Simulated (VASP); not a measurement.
Set up this calculation in VASP 6.6.1, as the native input.

| Item | Value |
| --- | --- |
| Task | single point |
| Functional | PBE |
| Potentials or basis | VASP PAW PBE potentials, release 64 (Mo_sv, Se) |
| Cutoff | 520 eV |
| k mesh | 12 × 12 × 12 |
| Occupations | gaussian, width 0.1 eV |
| Spin | no spin polarisation |
| Hubbard terms | Mo d U = 4.38 eV |
| Dipole correction | no |
| Further INCAR settings | ALGO = Normal; EDIFF = 1e-06; NBANDS = 17 |

The structure of MoSe lies in POSCAR:

```
MoSe
1.0
    3.4855948566      0.0000000000      0.0000000000
    0.0000000000      3.4855948566      0.0000000000
    0.0000000000      0.0000000000      3.4855948566
Mo Se
1 1
Direct
    0.0000000000      0.0000000000      0.0000000000
    0.5000000000      0.5000000000      0.5000000000
```

One way to write it, as run:

INCAR

```
SYSTEM = MoSe
PREC = Accurate
ENCUT = 520
EDIFF = 1E-6
ISMEAR = 0
SIGMA = 0.1
LREAL = .FALSE.
LASPH = .TRUE.
NELM = 150
ALGO = Normal
ISIF = 2
LWAVE = .FALSE.
LCHARG = .FALSE.
LMAXMIX = 4
LDAU = .TRUE.
LDAUTYPE = 2
LDAUL = 2 -1
LDAUU = 4.38 0
LDAUJ = 0 0
LDAUPRINT = 1
GGA = PE
NBANDS = 17
```

KPOINTS

```
regular mesh
0
G
  12 12 12
  0 0 0
```

Potentials or basis: VASP PAW PBE potentials, release 64 (Mo_sv, Se).

Launch:

```sh
$ cat potpaw_PBE.64/Mo_sv/POTCAR potpaw_PBE.64/Se/POTCAR > POTCAR
$ mpirun -np 1 vasp_std > vasp.out
```

Results of the run:

```yaml
Pressure: -10.5 GPa
Band_gap_on_the_k_mesh: 0.53 eV, indirect (least direct gap 0.70 eV)
```

Wall time 3.7 min on 1 thread of Intel(R) Xeon(R) Platinum 8488C (Sapphire Rapids) (shared host), peak memory 0.2 GiB.
